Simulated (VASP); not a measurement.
Runs of VASP 6.6.1 on GaAs. Symmetry: F-43m, No. 216, cubic system. The conventional cell has a = 5.603 Å, b = 5.603 Å, c = 5.603 Å, α = 90.00°, β = 90.00°, γ = 90.00°. Ga (site symmetry -43m) has 4 As at 2.43 Å within 3.2 Å. As (site symmetry -43m) has 4 Ga at 2.43 Å within 3.2 Å. 

```tsv
cell	gap on the mesh (eV)	pressure (GPa)
relaxed to 10 GPa from a = 3.962 Å, angles 60.0, 60.0, 90.0°, 2 atoms	1.08	10.0
relaxed to 4 GPa from a = 3.962 Å, angles 60.0, 60.0, 90.0°, 2 atoms	0.88	4.0
relaxed to 15 GPa from a = 3.962 Å, angles 60.0, 60.0, 90.0°, 2 atoms	0.99	15.0
relaxed to 2 GPa from a = 3.962 Å, angles 60.0, 60.0, 90.0°, 2 atoms	(a)	2.0
```

Alike in all rows: level LDA; potentials or basis VASP PAW LDA potentials, release 64 (Ga_d, As); no spin polarisation; k mesh 8 × 8 × 8; cutoff (eV) 500; smearing gaussian 0.01 eV.

Q: Fill in the values left out.

A: (a) 0.70.

Caveats: the cell is relaxed towards a set pressure, so the run minimises the enthalpy, not the energy; semilocal functionals underestimate gaps, and a narrow one can read as zero (at least some runs).

A k mesh can miss the band edges, and the runs leave out spin-orbit coupling on As, Ga.
